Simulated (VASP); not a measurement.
Crystal: Mg.

```
Mg
1.0
     2.85759    0.00000    0.00000
     0.00000    2.85759    0.00000
     0.00000    0.00000    2.85759
Mg
1
Direct
  0.00000 0.00000 0.00000
```

* Program: VASP 6.6.1
* Task: relaxation of cell and atoms
* Functional: LDA
* Potentials or basis: VASP PAW LDA potentials, release 64 (Mg)
* Cutoff: 600 eV
* k mesh: 15 × 15 × 15
* Occupations: fermi-dirac, width 0.05 eV
* Spin: no spin polarisation

At the start: pressure 3.0 GPa; volume 23.33 Å³/atom.

Problem. How do energy, volume and symmetry change on relaxing?

Solution. Over 4 steps the energy falls by 20.7 meV/atom and the volume is 25.71 Å³/atom (+10.2 %); space group Pm-3m (No. 221, to 0.05 Å).

Step by step:
```
step  energy change (eV)  largest force (eV/Å)  pressure (GPa)  volume (Å³)
   1              0.0000                0.0000            3.03        23.33
   2             -0.0183                0.0000            0.93        24.86
   3             -0.0207                0.0000           -0.10        25.80
   4             -0.0207                0.0000            0.00        25.71
```

Final structure:
```
Mg
1.0
     2.95143    0.00000    0.00000
     0.00000    2.95143    0.00000
     0.00000    0.00000    2.95143
Mg
1
Direct
  0.00000 0.00000 0.00000
```
